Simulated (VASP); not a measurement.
# BP (F-43m) in VASP: vibrations by perturbation theory with PBE

Aim: the vibrations by perturbation theory of BP with PBE.

Program: VASP 6.6.1. These are calculated values, not measurements. Logs are shortened: lines on timing, memory, paths and dates and some standing lists are left out, and cuts for length are marked.

## 1. The cell of the first run

Symmetry: F-43m, No. 216, cubic system. Conventional cell: a = 4.538 Å, b = 4.538 Å, c = 4.538 Å, α = 90.00°, β = 90.00°, γ = 90.00°. B (site symmetry -43m) has 4 P at 1.97 Å within 2.6 Å. Within 2.6 Å of P (site symmetry -43m) lie 4 B at 1.97 Å.

## 2. Vibrations by perturbation theory, PBE

INCAR reads:

```
  ALGO = Normal
  EDIFF = 1E-8
  ENCUT = 520
  GGA = PE
  IBRION = 8
  ISIF = 2
  ISMEAR = 0
  LASPH = T
  LCHARG = F
  LREAL = F
  LWAVE = F
  NELM = 80
  NSW = 1
  PREC = Accurate
  SIGMA = 0.01
```

KPOINTS reads:

```
k-points
0
Gamma
  3 3 3
```

POSCAR reads:

```
BP
1.0
    0.0000000000      2.2690000000      2.2690000000
    2.2690000000      0.0000000000      2.2690000000
    2.2690000000      2.2690000000      0.0000000000
B P
1 1
Direct
    0.0000000000      0.0000000000      0.0000000000
    0.2500000000      0.2500000000      0.2500000000
```

Potentials or basis: VASP PAW PBE potentials, release 64 (B, P).

Launch:

```console
> cat potpaw_PBE.64/B/POTCAR potpaw_PBE.64/P/POTCAR > POTCAR
> mpirun -np 1 vasp_std > vasp.out
```

OUTCAR:

```text
EDIFF = 1E-8
   ENCUT = 520
   GGA = PE
   IBRION = 8
   ISIF = 2
   ISMEAR = 0
   LASPH = T
   LREAL = F
   NELM = 80
   NSW = 1
   PREC = Accurate

 ion  position               nearest neighbor table
   1  0.000  0.000  0.000-   2 1.97   2 1.97   2 1.97   2 1.97
   2  0.250  0.250  0.250-   1 1.97   1 1.97   1 1.97   1 1.97

  LATTYP: Found a face centered cubic cell.
 ALAT       =     4.5380000000

  Lattice vectors:

 A1 = (   0.0000000000,   2.2690000000,   2.2690000000)
 A2 = (   2.2690000000,   0.0000000000,   2.2690000000)
 A3 = (   2.2690000000,   2.2690000000,   0.0000000000)

Analysis of symmetry for initial positions (statically):
=====================================================================
 Subroutine PRICEL returns:
 Original cell was already a primitive cell.

 Routine SETGRP: Setting up the symmetry group for a
 face centered cubic supercell.

 Subroutine GETGRP returns: Found 24 space group operations
 (whereof 24 operations were pure point group operations)
 out of a pool of 48 trial point group operations.

The static configuration has the point symmetry T_d .

Analysis of symmetry for dynamics (positions and initial velocities):
=====================================================================
 Subroutine PRICEL returns:
 Original cell was already a primitive cell.

 Routine SETGRP: Setting up the symmetry group for a
 face centered cubic supercell.

 Subroutine GETGRP returns: Found 24 space group operations
 (whereof 24 operations were pure point group operations)
 out of a pool of 48 trial point group operations.

The dynamic configuration has the point symmetry T_d .

 Subroutine INISYM returns: Found 24 space group operations
 (whereof 24 operations are pure point group operations),
 and found     1 'primitive' translations

----------------------------------------------------------------------------------------

                                     Primitive cell

  volume of cell :      23.3633

  direct lattice vectors                    reciprocal lattice vectors
     0.000000000  2.269000000  2.269000000    -0.220361393  0.220361393  0.220361393
     2.269000000  0.000000000  2.269000000     0.220361393 -0.220361393  0.220361393
     2.269000000  2.269000000  0.000000000     0.220361393  0.220361393 -0.220361393

  length of vectors
     3.208850573  3.208850573  3.208850573     0.381677128  0.381677128  0.381677128

  position of ions in fractional coordinates (direct lattice)
     0.000000000  0.000000000  0.000000000
     0.250000000  0.250000000  0.250000000

  ion indices of the primitive-cell ions
   primitive index   ion index
                 1           1
                 2           2

----------------------------------------------------------------------------------------

 KPOINTS: k-points

Automatic generation of k-mesh.
 Grid dimensions read from file:
 generate k-points for:    3    3    3

 Generating k-lattice:

  Cartesian coordinates                     Fractional coordinates (reciprocal lattice)
    -0.073453798  0.073453798  0.073453798     0.333333333  0.000000000  0.000000000
     0.073453798 -0.073453798  0.073453798     0.000000000  0.333333333  0.000000000
     0.073453798  0.073453798 -0.073453798     0.000000000  0.000000000  0.333333333

  Length of vectors
     0.127225709  0.127225709  0.127225709

  Shift w.r.t. Gamma in fractional coordinates (k-lattice)
     0.000000000  0.000000000  0.000000000

[... 55 lines left out ...]
   LHFCALC =     F    Hartree Fock is set to
   AEXX    =    0.0000 exact exchange contribution
   IVDW    =     0    specifies the selected vdW correction
   LEPSILON=     F    determine dielectric tensor
   LRPA    =     F    only Hartree local field effects (RPA)
 non-spin polarized calculation
 Gauss-broadening in eV      SIGMA  =   0.01
  energy-cutoff  :      520.00
  volume of cell :       23.36
 maximum number of plane-waves:       634
   NGX = 11   NGY = 11   NGZ = 11

--------------------------------------- Ionic step        1  -------------------------------------------

 number of electron       8.0000000 magnetization

 Free energy of the ion-electron system (eV)
  ---------------------------------------------------
  ext. energy  EPLUGINS =         0.00000000
  ---------------------------------------------------
  free energy    TOTEN  =       -12.30406377 eV

  energy without entropy =      -12.30406377  energy(sigma->0) =      -12.30406377

 E-fermi :   7.6634     XC(G=0): -10.8541

 val. band max:        7.5447638884   @ k =   0.0000   0.0000   0.0000
 cond. band min:       8.8765192759   @ k =   0.3333   0.3333   0.0000
 fundamental gap:      1.3317553875
 Fermi energy:         7.6634029917

 k-point     1 :       0.0000    0.0000    0.0000
  band No.  band energies     occupation
      1      -7.9543      2.00000
      2       7.5448      2.00000
      3       7.5448      2.00000
      4       7.5448      2.00000
      5      10.8959      0.00000
      6      10.8959      0.00000
      7      10.8959      0.00000
      8      14.9225      0.00000
[... 23 lines left out ...]
 k-point     4 :      -0.3333    0.3333    0.0000
  band No.  band energies     occupation
      1      -3.5229      2.00000
      2      -0.3104      2.00000
      3       1.1710      2.00000
      4       4.4662      2.00000
      5      10.1350      0.00000
      6      15.7501      0.00000
      7      16.0550      0.00000
      8      17.3054      0.00000

------------------------ aborting loop because EDIFF is reached ----------------------------------------

  FORCE on cell =-STRESS in cart. coord.  units (eV):
  Direction    XX          YY          ZZ          XY          YZ          ZX
  --------------------------------------------------------------------------------------
  -------------------------------------------------------------------------------------
  Total        0.6614778      0.6614778      0.6614778      0.0000000      0.0000000     -0.0000000
  in kB       45.3620160     45.3620160     45.3620160      0.0000000      0.0000000     -0.0000000
  external PRESSURE =      45.3620160 kB  Pullay stress =       0.0000000 kB

 VOLUME and BASIS-vectors are now :
 -----------------------------------------------------------------------------
  energy-cutoff  :      520.00
  volume of cell :       23.36
      direct lattice vectors                 reciprocal lattice vectors
     0.000000000  2.269000000  2.269000000    -0.220361393  0.220361393  0.220361393
     2.269000000  0.000000000  2.269000000     0.220361393 -0.220361393  0.220361393
     2.269000000  2.269000000  0.000000000     0.220361393  0.220361393 -0.220361393

 POSITION                                       TOTAL-FORCE (eV/Angst)
 -----------------------------------------------------------------------------------
      0.00000      0.00000      0.00000         0.000000      0.000000      0.000000
      1.13450      1.13450      1.13450        -0.000000     -0.000000     -0.000000
 -----------------------------------------------------------------------------------
    total drift:                                0.000000      0.000000      0.000000

  FREE ENERGIE OF THE ION-ELECTRON SYSTEM (eV)
  ---------------------------------------------------
  free  energy   TOTEN  =       -12.3040637727 eV

  energy  without entropy=      -12.3040637727  energy(sigma->0) =      -12.30406377

[... ionic steps 2 to 3 ...]

--------------------------------------- Ionic step        4  -------------------------------------------

------------------------ aborting loop because EDIFF is reached ----------------------------------------

[... ionic steps 5 to 6 ...]

--------------------------------------- Ionic step        7  -------------------------------------------

 Free energy of the ion-electron system (eV)
  ---------------------------------------------------
  ---------------------------------------------------
  free energy    TOTEN  =        -0.04135617 eV

  energy without entropy =       -0.04135617

------------------------ aborting loop because EDIFF is reached ----------------------------------------

 INTERNAL STRAIN TENSOR  FOR ION    2  DIRECTION 1   (eV/Angst):
 -----------------------------------------------------------------------------
    -0.03162 -0.00000  0.00000
     0.00000  0.01926 -6.55243
     0.00000 -6.55243  0.01926

 INTERNAL STRAIN TENSOR FOR ION    2 for displacements in x,y,z  (eV/Angst):
          X           Y           Z          XY          YZ          ZX
  --------------------------------------------------------------------------------
  x     0.00000     0.00000     0.00000     0.00000    -6.55243    -0.00000
  y     0.00000     0.00000     0.00000     0.00000     0.00000    -6.55243
  z     0.00000     0.00000     0.00000    -6.55243    -0.00000     0.00000

 SECOND DERIVATIVES (NOT SYMMETRIZED)
 ------------------------------------
               1X          1Y          1Z          2X          2Y          2Z
  1X   -21.223357    0.000000    0.000000   21.223357    0.000000    0.000000
  1Y     0.000000  -21.223357    0.000000    0.000000   21.223357    0.000000
  1Z     0.000000    0.000000  -21.223357    0.000000    0.000000   21.223357
  2X    21.232861    0.000000    0.000000  -21.232861    0.000000    0.000000
  2Y     0.000000   21.232861    0.000000    0.000000  -21.232861    0.000000
  2Z     0.000000    0.000000   21.232861    0.000000    0.000000  -21.232861

 Eigenvectors and eigenvalues of the dynamical matrix
 ----------------------------------------------------

   1 f  =   25.442604 THz   159.860593 2PiTHz  848.673903 cm-1   105.222106 meV
             X         Y         Z           dx          dy          dz
      0.000000  0.000000  0.000000    -0.860921    0.000000    0.000000
      1.134500  1.134500  1.134500     0.508739    0.000000    0.000000
[... 21 lines left out ...]
   6 f/i=    0.002495 THz     0.015674 2PiTHz    0.083209 cm-1     0.010317 meV
             X         Y         Z           dx          dy          dz
      0.000000  0.000000  0.000000     0.000000   -0.508739    0.000000
      1.134500  1.134500  1.134500     0.000000   -0.860921    0.000000

--------------------------------------------------------------------------------------------------------

 ELASTIC MODULI CONTR FROM IONIC RELAXATION (kBar)
 Direction    XX          YY          ZZ          XY          YZ          ZX
 --------------------------------------------------------------------------------
 XX          -0.0000     -0.0000     -0.0000      0.0000      0.0000      0.0000
 YY          -0.0000     -0.0000     -0.0000      0.0000      0.0000      0.0000
 ZZ          -0.0000     -0.0000     -0.0000      0.0000      0.0000      0.0000
 XY           0.0000      0.0000      0.0000   -148.4948      0.0000      0.0000
 YZ           0.0000      0.0000      0.0000      0.0000   -148.4948      0.0000
 ZX           0.0000      0.0000      0.0000      0.0000      0.0000   -148.4948
 --------------------------------------------------------------------------------
```

It took 14 s on 1 thread of Intel Xeon Platinum 8375C at 2.90GHz (Ice Lake), shared host; peak memory 0.14 GiB.

What came out:

- Highest phonon frequency at Γ, LO-TO splitting left out: 849 cm⁻¹

Phonon frequencies in cm⁻¹ (negative: imaginary):
| q point | frequencies |
| --- | --- |
| (0.000, 0.000, 0.000) | 0 0 0 849 849 849 |

Caveat: the k points lie up to 0.80 Å⁻¹ apart; the cell wasn't relaxed at this level first, which shifts response properties.
